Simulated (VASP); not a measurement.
# BeTe (F-43m) in VASP: a series of runs

BeTe is run at these levels: LDA; tasks: relaxation of cell and atoms.

Program: VASP 6.6.1. These are calculated values, not measurements. Logs are shortened: lines on timing, memory, paths and dates and some standing lists are left out, and cuts for length are marked.

## (1) The cell of the first run

The structure is cubic, space group F-43m (No. 216). Conventional cell: a = 5.554 Å, b = 5.554 Å, c = 5.554 Å, α = 90.00°, β = 90.00°, γ = 90.00°. Be (site symmetry -43m) has 4 Te at 2.41 Å within 3.2 Å. Within 3.2 Å of Te (site symmetry -43m) lie 4 Be at 2.41 Å.

## (2) Relaxation of cell and atoms, LDA, target pressure 10 GPa, at which the enthalpy is minimised

The input, INCAR:

```
SYSTEM = BeTe
PREC = Accurate
ENCUT = 600
EDIFF = 1E-6
ISMEAR = 0
SIGMA = 0.01
LREAL = .False.
LASPH = .True.
NELM = 60
ALGO = Normal
ISIF = 3
LWAVE = .False.
LCHARG = .False.
IBRION = 2
NSW = 100
EDIFFG = -0.002
PSTRESS = 100.0
```

The input, KPOINTS:

```
Automatic mesh
0
Gamma
  8 8 8
  0 0 0
```

The input, POSCAR:

```
BeTe
1.0
    2.7772249638      2.7772249638      0.0000000000
   -2.7772249638      2.7772249638      0.0000000000
    0.0000000000      2.7772249638      2.7772249638
Be Te
1 1
Direct
    0.0000000000      0.0000000000      0.0000000000
    0.7500000000      0.2500000000      0.5000000000
```

Potentials or basis: VASP PAW LDA potentials, release 64 (Be, Te).

Command:

```
$ cat potpaw_LDA.64/Be/POTCAR potpaw_LDA.64/Te/POTCAR > POTCAR
$ mpirun -np 1 vasp_std > vasp.out
```

OUTCAR:

```text
SYSTEM = BeTe
   PREC = Accurate
   ENCUT = 600
   EDIFF = 1E-6
   ISMEAR = 0
   LREAL = .False.
   LASPH = .True.
   NELM = 60
   ISIF = 3
   IBRION = 2
   NSW = 100
   EDIFFG = -0.002
   PSTRESS = 100.0

 ion  position               nearest neighbor table
   1  0.000  0.000  0.000-   2 2.41   2 2.41   2 2.41   2 2.41
   2  0.750  0.250  0.500-   1 2.41   1 2.41   1 2.41   1 2.41

  LATTYP: Found a face centered cubic cell.
 ALAT       =     5.5544499276

  Lattice vectors:

 A1 = (   0.0000000000,   2.7772249638,   2.7772249638)
 A2 = (   2.7772249638,   0.0000000000,   2.7772249638)
 A3 = (   2.7772249638,   2.7772249638,   0.0000000000)

Analysis of symmetry for initial positions (statically):
=====================================================================
 Subroutine PRICEL returns:
 Original cell was already a primitive cell.

 Routine SETGRP: Setting up the symmetry group for a
 face centered cubic supercell.

 Subroutine GETGRP returns: Found 24 space group operations
 (whereof 24 operations were pure point group operations)
 out of a pool of 48 trial point group operations.

The static configuration has the point symmetry T_d .

Analysis of symmetry for dynamics (positions and initial velocities):
=====================================================================
 Subroutine PRICEL returns:
 Original cell was already a primitive cell.

 Routine SETGRP: Setting up the symmetry group for a
 face centered cubic supercell.

 Subroutine GETGRP returns: Found 24 space group operations
 (whereof 24 operations were pure point group operations)
 out of a pool of 48 trial point group operations.

The dynamic configuration has the point symmetry T_d .

 Subroutine INISYM returns: Found 24 space group operations
 (whereof 24 operations are pure point group operations),
 and found     1 'primitive' translations

----------------------------------------------------------------------------------------

                                     Primitive cell

  volume of cell :      42.8414

  direct lattice vectors                    reciprocal lattice vectors
     2.777224964  2.777224964  0.000000000     0.180035829  0.180035829 -0.180035829
    -2.777224964  2.777224964  0.000000000    -0.180035829  0.180035829 -0.180035829
     0.000000000  2.777224964  2.777224964     0.000000000  0.000000000  0.360071659

  length of vectors
     3.927589210  3.927589210  3.927589210     0.311831204  0.311831204  0.360071659

  position of ions in fractional coordinates (direct lattice)
     0.000000000  0.000000000  0.000000000
     0.750000000  0.250000000  0.500000000

  ion indices of the primitive-cell ions
   primitive index   ion index
                 1           1
                 2           2

----------------------------------------------------------------------------------------

 KPOINTS: Automatic mesh

Automatic generation of k-mesh.
 Grid dimensions read from file:
 generate k-points for:    8    8    8

 Generating k-lattice:

  Cartesian coordinates                     Fractional coordinates (reciprocal lattice)
     0.022504479  0.022504479 -0.022504479     0.125000000  0.000000000  0.000000000
    -0.022504479  0.022504479 -0.022504479     0.000000000  0.125000000  0.000000000
     0.000000000  0.000000000  0.045008957     0.000000000  0.000000000  0.125000000

  Length of vectors
     0.038978900  0.038978900  0.045008957

  Shift w.r.t. Gamma in fractional coordinates (k-lattice)
     0.000000000  0.000000000  0.000000000

 Subroutine IBZKPT returns following result:
 ===========================================

 Found     29 irreducible k-points:

 Following reciprocal coordinates:
            Coordinates               Weight
  0.000000  0.000000  0.000000      1.000000
  0.125000  0.000000  0.000000      8.000000
  0.250000  0.000000  0.000000      8.000000
  0.375000  0.000000  0.000000      8.000000
  0.500000  0.000000  0.000000      4.000000
  0.125000  0.125000  0.000000     12.000000
[... 16 lines left out ...]
  0.375000  0.250000  0.125000     48.000000
  0.500000  0.250000  0.125000     24.000000
 [... further k-points ...]
   k-points           NKPTS =     29   k-points in BZ     NKDIM =     29   number of bands    NBANDS=      8
   number of dos      NEDOS =    301   number of ions     NIONS =      2
   total plane-waves  NPLWV =  32768
   dimension x,y,z NGX =    32 NGY =   32 NGZ =   32
   dimension x,y,z NGXF=    64 NGYF=   64 NGZF=   64
   ions per type =               1   1
   NGX,Y,Z   is equivalent  to a cutoff of  13.54, 13.54, 13.54 a.u.
   NGXF,Y,Z  is equivalent  to a cutoff of  27.09, 27.09, 27.09 a.u.
 SYSTEM =  BeTe
   PREC   = accura    normal or accurate (medium, high low for compatibility)
   ISTART =      0    job   : 0-new  1-cont  2-samecut
   ICHARG =      2    charge: 1-file 2-atom 10-const
   ISPIN  =      1    spin polarized calculation?
   LNONCOLLINEAR =      F non collinear calculations
   LSORBIT =      F    spin-orbit coupling
   LASPH  =      T    aspherical Exc in radial PAW
   ENCUT  =  600.0 eV  44.10 Ry    6.64 a.u.   7.84  7.84  7.84*2*pi/ulx,y,z
   NELM   =     60;   NELMIN=  2; NELMDL= -5     # of ELM steps
   EDIFF  = 0.1E-05   stopping-criterion for ELM
   LREAL  =      F    real-space projection
   EDIFFG = -.2E-02   stopping-criterion for IOM
   NSW    =    100    number of steps for IOM
   IBRION =      2    ionic relax: 0-MD 1-quasi-New 2-CG
   NFREE  =      1    steps in history (QN), initial steepest desc. (CG)
   ISIF   =      3    stress and relaxation
   ISYM   =      2    0-nonsym 1-usesym 2-fastsym
   POTIM  = 0.5000    time-step for ionic-motion
   TEBEG  =    0.0;   TEEND  =   0.0 temperature during run
   PSTRESS=  100.0 pullay stress
   NELECT =       8.0000    total number of electrons
   NUPDOWN=      -1.0000    fix difference up-down
   EMIN   =  10.00;   EMAX   =-10.00  energy-range for DOS
   EFERMI =   0.00;   METHOD = LEGACY
   ISMEAR =     0;   SIGMA  =   0.01  broadening in eV -4-tet -1-fermi 0-gaus
   EFERMI_NEDOS =   21; number of points for ismear=-14 and -15
   IALGO  =     38    algorithm
   IMIX   =      4    mixing-type and parameters
     AMIX     =   0.40;   BMIX     =  1.00
     AMIX_MAG =   1.60;   BMIX_MAG =  1.00
  volume/ion in A,a.u.               =      21.42       144.55
  Fermi-wavevector in a.u.,A,eV,Ry     =   0.935730  1.768273 11.913127  0.875590
  Thomas-Fermi vector in A             =   2.062667
   LORBIT       =      0    0 simple, 1 ext, 2 COOP (PROOUT), +10 PAW based schemes
   GGA     = CA    functional components
   LHFCALC =     F    Hartree Fock is set to
   AEXX    =    0.0000 exact exchange contribution
   IVDW    =     0    specifies the selected vdW correction
   LEPSILON=     F    determine dielectric tensor
   LRPA    =     F    only Hartree local field effects (RPA)
 conjugate gradient relaxation of ions
 non-spin polarized calculation
 Gauss-broadening in eV      SIGMA  =   0.01
  energy-cutoff  :      600.00
  volume of cell :       42.84
 maximum number of plane-waves:      1459
   NGX = 15   NGY = 15   NGZ = 15

--------------------------------------- Ionic step        1  -------------------------------------------

 number of electron       8.0000000 magnetization

 Free energy of the ion-electron system (eV)
  ---------------------------------------------------
  ext. energy  EPLUGINS =         0.00000000
  ---------------------------------------------------
  free energy    TOTEN  =        -8.72654740 eV

  energy without entropy =       -8.72654740  energy(sigma->0) =       -8.72654740

------------------------ aborting loop because EDIFF is reached ----------------------------------------

  FORCE on cell =-STRESS in cart. coord.  units (eV):
  Direction    XX          YY          ZZ          XY          YZ          ZX
  --------------------------------------------------------------------------------------
  -------------------------------------------------------------------------------------
  Total        0.0743592      0.0743592      0.0743592     -0.0000000      0.0000000      0.0000000
  in kB        2.7808783      2.7808783      2.7808783     -0.0000000      0.0000000      0.0000000
  external PRESSURE =     -97.2191217 kB  Pullay stress =     100.0000000 kB
[... 23 lines left out ...]
  enthalpy is  TOTEN    =        -6.0526016353 eV   P V=        2.6739457653

--------------------------------------- Ionic step        2  -------------------------------------------

 number of electron       7.9999999 magnetization

 E-fermi :   8.0360     XC(G=0): -10.2123

 val. band max:        7.9465544439   @ k =   0.0000   0.0000   0.0000
 cond. band min:       9.1632722309   @ k =   0.5000   0.5000   0.0000
 fundamental gap:      1.2167177870
 Fermi energy:         8.0360306987

 k-point     1 :       0.0000    0.0000    0.0000
  band No.  band energies     occupation
      1      -6.1777      2.00000
      2       7.9466      2.00000
      3       7.9466      2.00000
      4       7.9466      2.00000
      5      11.2537      0.00000
      6      11.2537      0.00000
      7      11.2537      0.00000
      8      13.5596      0.00000
[... 402 lines left out ...]
  enthalpy is  TOTEN    =        -6.2114966376 eV   P V=        2.3770072976

--------------------------------------- Ionic step        6  -------------------------------------------

 number of electron       8.0000000 magnetization

 Free energy of the ion-electron system (eV)
  ---------------------------------------------------
  ext. energy  EPLUGINS =         0.00000000
  ---------------------------------------------------
  free energy    TOTEN  =        -8.58669917 eV

  energy without entropy =       -8.58669917  energy(sigma->0) =       -8.58669917

 E-fermi :   6.9921     XC(G=0):  -9.9024

 val. band max:        6.8994741888   @ k =   0.0000   0.0000   0.0000
 cond. band min:       8.3491183947   @ k =   0.5000   0.5000   0.0000
 fundamental gap:      1.4496442059
 Fermi energy:         6.9921112184

 k-point     1 :       0.0000    0.0000    0.0000
  band No.  band energies     occupation
      1      -6.5839      2.00000
      2       6.8995      2.00000
      3       6.8995      2.00000
      4       6.8995      2.00000
      5      10.3165      0.00000
      6      10.3165      0.00000
      7      10.3165      0.00000
      8      11.8700      0.00000
[... 282 lines left out ...]
  FREE ENERGIE OF THE ION-ELECTRON SYSTEM (eV)
  ---------------------------------------------------
  free  energy   TOTEN  =        -8.5866991713 eV

  energy  without entropy=       -8.5866991713  energy(sigma->0) =       -8.58669917

  enthalpy is  TOTEN    =        -6.2115041615 eV   P V=        2.3751950097

 reached required accuracy - stopping structural energy minimisation
```

It took 51 s on 1 thread of Intel Xeon 8259CL, shared host; peak memory 0.16 GiB.

What came out:

* Free energy: -8.5867 eV
* Relaxed volume: 19.03 Å³/atom
* Relaxed cell: a = 3.776 Å, b = 3.776 Å, c = 3.776 Å, α = 60.00°, β = 60.00°, γ = 90.00°
* Space group after relaxing (to 0.1 Å): F-43m (No. 216)
* Energy change on relaxing (the run minimises the enthalpy): +69.9 meV/atom
* Ionic steps: 6
* Pressure after relaxing: 10.0 GPa
* Band gap on the k mesh: 1.45 eV (least direct gap 3.42 eV)

The path:
```csv
step,energy change (eV),largest force (eV/Å),pressure (GPa),volume (Å³)
1,0.0000,0.0000,0.28,42.84
2,0.3850,0.0000,18.78,35.28
3,0.1384,0.0000,9.93,38.08
4,0.1441,0.0000,10.16,37.99
5,0.1380,0.0000,9.93,38.08
6,0.1398,0.0000,9.99,38.05
```

Final structure:
```
Be Te
1.0
     2.66968    2.66968    0.00000
    -2.66968    2.66968    0.00000
     0.00000    2.66968    2.66968
Be Te
1 1
Cartesian
  -2.6697 2.6697 0.0000
  1.3348 4.0045 1.3348
```

Caveat: the cell is relaxed towards a set pressure, so the run minimises the enthalpy, not the energy; spin-orbit coupling is left out, which moves the levels of the heavy elements. A k mesh can miss the band edges.

## (3) Relaxation of cell and atoms, LDA, target pressure 15 GPa, at which the enthalpy is minimised

The input, INCAR:

```
ALGO = Normal
EDIFF = 1E-6
EDIFFG = -0.002
ENCUT = 600
GGA = CA
IBRION = 2
ISIF = 3
ISMEAR = 0
LASPH = T
LCHARG = F
LREAL = F
LWAVE = F
NELM = 60
NSW = 100
PREC = Accurate
PSTRESS = 150.0
SIGMA = 0.01
```

The input, KPOINTS:

```
k-points
0
Gamma
  8 8 8
```

POSCAR is that of step 2.

Potentials or basis: VASP PAW LDA potentials, release 64 (Be, Te).

Command:

```
$ cat potpaw_LDA.64/Be/POTCAR potpaw_LDA.64/Te/POTCAR > POTCAR
$ mpirun -np 1 vasp_std > vasp.out
```

It took 48 s on 1 thread of Intel Xeon 8259CL, shared host; peak memory 0.17 GiB.

It converged, with:

```
Free energy                                                : -8.4556 eV
Relaxed volume                                             : 18.18 Å³/atom
Relaxed cell                                               : a = 3.719 Å, b = 3.719 Å, c = 3.719 Å, α = 60.00°, β = 60.00°, γ = 90.00°
Space group after relaxing (to 0.1 Å)                      : F-43m (No. 216)
Energy change on relaxing (the run minimises the enthalpy) : +135.5 meV/atom
Ionic steps                                                : 5
Pressure after relaxing                                    : 15.0 GPa
Band gap on the k mesh                                     : 1.31 eV (least direct gap 3.35 eV)
```

Step by step:
```
step  energy change (eV)  largest force (eV/Å)  pressure (GPa)  volume (Å³)
   1              0.0000                0.0000            0.28        42.84
   2              0.9649                0.0000           35.29        31.76
   3              0.2607                0.0000           14.64        36.47
   4              0.2719                0.0000           15.02        36.35
   5              0.2709                0.0000           14.99        36.36
```

Final structure:
```
Be Te
1.0
     2.62949    2.62949    0.00000
    -2.62949    2.62949    0.00000
     0.00000    2.62949    2.62949
Be Te
1 1
Direct
  0.00000 0.00000 0.00000
  0.75000 0.25000 0.50000
```

Levels at points of the mesh, in eV from the valence-band top:
```csv
k point,band 1,band 2,band 3,band 4,band 5,band 6,band 7,band 8
"(0.00, 0.00, 0.00)",-13.86,0.00,0.00,0.00,3.35,3.35,3.35,5.35
"(0.50, 0.00, 0.00)",-11.95,-7.00,-1.53,-1.53,3.66,4.41,4.41,7.47
"(0.50, 0.50, 0.00)",-11.24,-6.30,-3.51,-3.51,1.31,2.31,10.91,10.91
```

Caveat: the cell is relaxed towards a set pressure, so the run minimises the enthalpy, not the energy; the volume moved by over 15 % at a fixed basis, so the end points are rough; spin-orbit coupling is left out, which moves the levels of the heavy elements. A k mesh can miss the band edges.
